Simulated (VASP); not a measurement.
# Y (C2/m) in VASP: single point with PBE

Aim: the single point of Y with PBE.

Program: VASP 6.6.1. These are calculated values, not measurements. Logs are shortened: lines on timing, memory, paths and dates and some standing lists are left out, and cuts for length are marked.

## 1. The cell of the first run

It takes space group C2/m (No. 12, monoclinic). The conventional cell has a = 6.283 Å, b = 3.603 Å, c = 11.827 Å, α = 90.00°, β = 100.80°, γ = 90.00°. Y (site symmetry m) has 12 Y at 3.55 to 3.62 Å within 4.7 Å. Y (site symmetry m) has 12 Y at 3.54 to 3.62 Å within 4.6 Å.

## 2. Single point, PBE

INCAR reads:

```
SYSTEM = Y
PREC     = Accurate       ! precision mode
ENCUT    = 520            ! plane-wave cutoff, eV
EDIFF    = 1E-6           ! SCF threshold, eV
ISMEAR   = 0              ! smearing method
SIGMA    = 0.1            ! smearing width, eV
LREAL    = .False.        ! projectors in reciprocal space
LASPH    = .True.         ! aspherical terms in the spheres
NELM     = 80             ! most SCF steps
ALGO     = Fast           ! electronic algorithm
ISIF     = 2              ! what is computed and relaxed
LWAVE    = .False.        ! write WAVECAR
LCHARG   = .False.        ! write CHGCAR
GGA      = PE             ! functional
NBANDS   = 30             ! bands
```

KPOINTS reads:

```
Automatic mesh
0
Gamma
  4 4 2
  0 0 0
```

POSCAR reads:

```
Y
1.0
    3.1404665679     -1.8016305024     -0.0732387573
    3.1404665679      1.8016305024     -0.0732387573
   -1.9437270799      0.0000000000     11.6663817168
Y
4
Direct
    0.2118557415      0.2118557415      0.1265618678
    0.7881442585      0.7881442585      0.8734381322
    0.3752266987      0.3752266987      0.6232148505
    0.6247733013      0.6247733013      0.3767851495
```

Potentials or basis: VASP PAW PBE potentials, release 64 (Y_sv).

On the command line:

```bash
$ cat potpaw_PBE.64/Y_sv/POTCAR > POTCAR
$ mpirun -np 1 vasp_std > vasp.out
```

OUTCAR:

```text
SYSTEM = Y
   PREC = Accurate
   ENCUT = 520
   EDIFF = 1E-6
   ISMEAR = 0
   LREAL = .False.
   LASPH = .True.
   NELM = 80
   ISIF = 2
   GGA = PE

 ion  position               nearest neighbor table
   1  0.212  0.212  0.127-   4 3.55   4 3.59   4 3.59   2 3.60   2 3.60   2 3.61
   2  0.788  0.788  0.873-   3 3.55   3 3.59   3 3.59   1 3.60   1 3.60   1 3.61
   3  0.375  0.375  0.623-   4 3.54   4 3.54   2 3.55   4 3.56   2 3.59   2 3.59
   4  0.625  0.625  0.377-   3 3.54   3 3.54   1 3.55   3 3.56   1 3.59   1 3.59

  LATTYP: Found a base centered monoclinic cell.
 ALAT       =     6.2826409032
 B/A-ratio  =     0.5735264931
 C/A-ratio  =     1.8825196287
 COS(beta)  =    -0.1872968409

  Lattice vectors:

 A1 = (   3.1404665679,  -1.8016305024,  -0.0732387573)
 A2 = (   3.1404665679,   1.8016305024,  -0.0732387573)
 A3 = (  -1.9437270799,   0.0000000000,  11.6663817168)

Analysis of symmetry for initial positions (statically):
=====================================================================
 Subroutine PRICEL returns:
 Original cell was already a primitive cell.

 Routine SETGRP: Setting up the symmetry group for a
 base centered monoclinic supercell.

 Subroutine GETGRP returns: Found  4 space group operations
 (whereof  4 operations were pure point group operations)
 out of a pool of  4 trial point group operations.

The static configuration has the point symmetry C_2h.

Analysis of symmetry for dynamics (positions and initial velocities):
=====================================================================
 Subroutine PRICEL returns:
 Original cell was already a primitive cell.

 Routine SETGRP: Setting up the symmetry group for a
 base centered monoclinic supercell.

 Subroutine GETGRP returns: Found  4 space group operations
 (whereof  4 operations were pure point group operations)
 out of a pool of  4 trial point group operations.

The dynamic configuration has the point symmetry C_2h.

 Subroutine INISYM returns: Found  4 space group operations
 (whereof  4 operations are pure point group operations),
 and found     1 'primitive' translations

----------------------------------------------------------------------------------------

                                     Primitive cell

  volume of cell :     131.5029

  direct lattice vectors                    reciprocal lattice vectors
     3.140466568 -1.801630502 -0.073238757     0.159833042 -0.277526385  0.026629663
     3.140466568  1.801630502 -0.073238757     0.159833042  0.277526385  0.026629663
    -1.943727080  0.000000000 11.666381717     0.002006787  0.000000000  0.086050729

  length of vectors
     3.621293505  3.621293505 11.827194821     0.321366822  0.321366822  0.086074126

  position of ions in fractional coordinates (direct lattice)
     0.211855742  0.211855742  0.126561868
     0.788144258  0.788144258  0.873438132
     0.375226699  0.375226699  0.623214850
     0.624773301  0.624773301  0.376785150

  ion indices of the primitive-cell ions
   primitive index   ion index
                 1           1
                 2           2
                 3           3
                 4           4

----------------------------------------------------------------------------------------

 KPOINTS: Automatic mesh

Automatic generation of k-mesh.
 Grid dimensions read from file:
 generate k-points for:    4    4    2

 Generating k-lattice:

  Cartesian coordinates                     Fractional coordinates (reciprocal lattice)
     0.039958260 -0.069381596  0.006657416     0.250000000 -0.000000000  0.000000000
     0.039958260  0.069381596  0.006657416    -0.000000000  0.250000000  0.000000000
     0.001003394  0.000000000  0.043025364    -0.000000000 -0.000000000  0.500000000

  Length of vectors
     0.080341706  0.080341706  0.043037063

  Shift w.r.t. Gamma in fractional coordinates (k-lattice)
     0.000000000  0.000000000  0.000000000

 Subroutine IBZKPT returns following result:
 ===========================================

 Found     14 irreducible k-points:

 Following reciprocal coordinates:
            Coordinates               Weight
  0.000000  0.000000  0.000000      1.000000
  0.250000 -0.000000  0.000000      4.000000
  0.500000 -0.000000  0.000000      2.000000
  0.250000  0.250000  0.000000      2.000000
  0.500000  0.250000  0.000000      4.000000
 -0.250000  0.250000  0.000000      2.000000
  0.500000  0.500000  0.000000      1.000000
  0.000000  0.000000  0.500000      1.000000
  0.250000 -0.000000  0.500000      4.000000
  0.500000 -0.000000  0.500000      2.000000
  0.250000  0.250000  0.500000      2.000000
  0.500000  0.250000  0.500000      4.000000
 -0.250000  0.250000  0.500000      2.000000
  0.500000  0.500000  0.500000      1.000000
   k-points           NKPTS =     14   k-points in BZ     NKDIM =     14   number of bands    NBANDS=     30
   number of dos      NEDOS =    301   number of ions     NIONS =      4
   total plane-waves  NPLWV =  70560
   dimension x,y,z NGX =    28 NGY =   28 NGZ =   90
   dimension x,y,z NGXF=    56 NGYF=   56 NGZF=  180
   ions per type =               4
   NGX,Y,Z   is equivalent  to a cutoff of  12.85, 12.85, 12.65 a.u.
   NGXF,Y,Z  is equivalent  to a cutoff of  25.71, 25.71, 25.30 a.u.
 SYSTEM =  Y
   PREC   = accura    normal or accurate (medium, high low for compatibility)
   ISTART =      0    job   : 0-new  1-cont  2-samecut
   ICHARG =      2    charge: 1-file 2-atom 10-const
   ISPIN  =      1    spin polarized calculation?
   LNONCOLLINEAR =      F non collinear calculations
   LSORBIT =      F    spin-orbit coupling
   LASPH  =      T    aspherical Exc in radial PAW
   ENCUT  =  520.0 eV  38.22 Ry    6.18 a.u.   6.73  6.73 21.99*2*pi/ulx,y,z
   NELM   =     80;   NELMIN=  2; NELMDL= -5     # of ELM steps
   EDIFF  = 0.1E-05   stopping-criterion for ELM
   LREAL  =      F    real-space projection
   EDIFFG = 0.1E-04   stopping-criterion for IOM
   NSW    =      0    number of steps for IOM
   IBRION =     -1    ionic relax: 0-MD 1-quasi-New 2-CG
   NFREE  =      0    steps in history (QN), initial steepest desc. (CG)
   ISIF   =      2    stress and relaxation
   ISYM   =      2    0-nonsym 1-usesym 2-fastsym
   POTIM  = 0.5000    time-step for ionic-motion
   TEBEG  =    0.0;   TEEND  =   0.0 temperature during run
   PSTRESS=    0.0 pullay stress
   NELECT =      44.0000    total number of electrons
   NUPDOWN=      -1.0000    fix difference up-down
   EMIN   =  10.00;   EMAX   =-10.00  energy-range for DOS
   EFERMI =   0.00;   METHOD = LEGACY
   ISMEAR =     0;   SIGMA  =   0.10  broadening in eV -4-tet -1-fermi 0-gaus
   EFERMI_NEDOS =   21; number of points for ismear=-14 and -15
   IALGO  =     68    algorithm
   IMIX   =      4    mixing-type and parameters
     AMIX     =   0.40;   BMIX     =  1.00
     AMIX_MAG =   1.60;   BMIX_MAG =  1.00
  volume/ion in A,a.u.               =      32.88       221.86
  Fermi-wavevector in a.u.,A,eV,Ry     =   1.136529  2.147729 17.574628  1.291699
  Thomas-Fermi vector in A             =   2.273234
   LORBIT       =      0    0 simple, 1 ext, 2 COOP (PROOUT), +10 PAW based schemes
   GGA     = PE    functional components
   LHFCALC =     F    Hartree Fock is set to
   AEXX    =    0.0000 exact exchange contribution
   IVDW    =     0    specifies the selected vdW correction
   LEPSILON=     F    determine dielectric tensor
   LRPA    =     F    only Hartree local field effects (RPA)
 non-spin polarized calculation
 RMM-DIIS sequential band-by-band and
 Gauss-broadening in eV      SIGMA  =   0.10
  energy-cutoff  :      520.00
  volume of cell :      131.50
 maximum number of plane-waves:      3580
 NGX is ok and might be reduce to    28
   NGX = 13   NGY = 13   NGZ = 43

 number of electron      44.0000000 magnetization

 Free energy of the ion-electron system (eV)
  ---------------------------------------------------
  ext. energy  EPLUGINS =         0.00000000
  ---------------------------------------------------
  free energy    TOTEN  =       -25.68227056 eV

  energy without entropy =      -25.64266443  energy(sigma->0) =      -25.66246750

 E-fermi :   3.0031     XC(G=0):  -9.4249

 val. band max:        2.9958812485   @ k =   0.5000   0.5000   0.0000
 cond. band min:       3.0325829746   @ k =   0.2500  -0.0000   0.0000
 fundamental gap:      0.0367017262
 Fermi energy:         3.0031493775

 k-point     1 :       0.0000    0.0000    0.0000
  band No.  band energies     occupation
      1     -39.7254      2.00000
      2     -39.6954      2.00000
      3     -39.6305      2.00000
      4     -39.5934      2.00000
      5     -19.9556      2.00000
      6     -19.6843      2.00000
[... 22 lines left out ...]
     29       4.9141      0.00000
     30       4.9782      0.00000

 k-point     2 :       0.2500   -0.0000    0.0000
  band No.  band energies     occupation
      1     -39.7009      2.00000
      2     -39.6787      2.00000
      3     -39.6074      2.00000
      4     -39.5800      2.00000
      5     -19.8585      2.00000
      6     -19.7700      2.00000
[... 22 lines left out ...]
     29       5.0907      0.00000
     30       5.3468      0.00000

 k-point     3 :       0.5000   -0.0000    0.0000
  band No.  band energies     occupation
      1     -39.6738      2.00000
      2     -39.6644      2.00000
      3     -39.5812      2.00000
      4     -39.5697      2.00000
      5     -19.9506      2.00000
      6     -19.9207      2.00000
[... 22 lines left out ...]
     29       4.8866      0.00000
     30       4.8971      0.00000

 k-point     4 :       0.2500    0.2500    0.0000
  band No.  band energies     occupation
      1     -39.7015      2.00000
      2     -39.6792      2.00000
      3     -39.6083      2.00000
      4     -39.5805      2.00000
      5     -19.8600      2.00000
      6     -19.8023      2.00000
[... 22 lines left out ...]
     29       5.0704      0.00000
     30       5.5308      0.00000

 k-point     5 :       0.5000    0.2500    0.0000
  band No.  band energies     occupation
      1     -39.6746      2.00000
      2     -39.6646      2.00000
      3     -39.5825      2.00000
      4     -39.5698      2.00000
      5     -19.8658      2.00000
      6     -19.8515      2.00000
[... 22 lines left out ...]
     29       5.0155      0.00000
     30       5.6553      0.00000
[... 196 lines left out ...]
     29       5.1975      0.00000
     30       5.2840      0.00000

 k-point    12 :       0.5000    0.2500    0.5000
  band No.  band energies     occupation
      1     -39.6746      2.00000
      2     -39.6646      2.00000
      3     -39.5825      2.00000
      4     -39.5698      2.00000
      5     -19.8620      2.00000
      6     -19.8545      2.00000
[... 22 lines left out ...]
     29       5.0143      0.00000
     30       5.6264      0.00000

 k-point    13 :      -0.2500    0.2500    0.5000
  band No.  band energies     occupation
      1     -39.6738      2.00000
      2     -39.6643      2.00000
      3     -39.5812      2.00000
      4     -39.5696      2.00000
      5     -19.8576      2.00000
      6     -19.8528      2.00000
[... 22 lines left out ...]
     29       5.0446      0.00000
     30       5.5708      0.00000

 k-point    14 :       0.5000    0.5000    0.5000
  band No.  band energies     occupation
      1     -39.6752      2.00000
      2     -39.6649      2.00000
      3     -39.5836      2.00000
      4     -39.5701      2.00000
      5     -19.9534      2.00000
      6     -19.9155      2.00000
[... 22 lines left out ...]
     29       4.9409      0.00000
     30       4.9461      0.00000

------------------------ aborting loop because EDIFF is reached ----------------------------------------

  FORCE on cell =-STRESS in cart. coord.  units (eV):
  Direction    XX          YY          ZZ          XY          YZ          ZX
  --------------------------------------------------------------------------------------
  -------------------------------------------------------------------------------------
  Total       -0.0168387      0.1027654     -0.0462677      0.0000000      0.0000000      0.0437718
  in kB       -0.2051555      1.2520509     -0.5637062      0.0000000      0.0000000      0.5332981
  external PRESSURE =       0.1610630 kB  Pullay stress =       0.0000000 kB

 VOLUME and BASIS-vectors are now :
 -----------------------------------------------------------------------------
  energy-cutoff  :      520.00
  volume of cell :      131.50
      direct lattice vectors                 reciprocal lattice vectors
     3.140466568 -1.801630502 -0.073238757     0.159833042 -0.277526385  0.026629663
     3.140466568  1.801630502 -0.073238757     0.159833042  0.277526385  0.026629663
    -1.943727080  0.000000000 11.666381717     0.002006787  0.000000000  0.086050729

 POSITION                                       TOTAL-FORCE (eV/Angst)
 -----------------------------------------------------------------------------------
      1.08465      0.00000      1.44549        -0.013281      0.000000     -0.004452
      3.25256      0.00000     10.07442         0.013281      0.000000      0.004452
      1.14541      0.00000      7.21570         0.001510      0.000000      0.003580
      3.19179      0.00000      4.30420        -0.001510      0.000000     -0.003580
 -----------------------------------------------------------------------------------
    total drift:                               -0.000000     -0.000000      0.000000

  FREE ENERGIE OF THE ION-ELECTRON SYSTEM (eV)
  ---------------------------------------------------
  free  energy   TOTEN  =       -25.6822705618 eV

  energy  without entropy=      -25.6426644332  energy(sigma->0) =      -25.66246750
```

It took 1.9 min on 1 thread of AMD EPYC 7R43 (Zen 3), shared host; peak memory 0.23 GiB.

Results:

* Free energy: -25.6823 eV
* Pressure: 0.0 GPa
* Largest force: 0.014 eV/Å
* Band gap on the k mesh: zero (bands 22 and 23 overlap by 0.92 eV)

Forces in eV/Å, atoms in the order of the input:
```
Y   -0.013  0.000 -0.004
Y    0.013  0.000  0.004
Y    0.002  0.000  0.004
Y   -0.002  0.000 -0.004
```

Stress tensor (GPa, compression positive):
```
-0.02  0.00  0.05
 0.00  0.13  0.00
 0.05  0.00 -0.06
```

Caveat: the k points lie up to 0.50 Å⁻¹ apart, too coarse for converged energies and pressures of a metal.
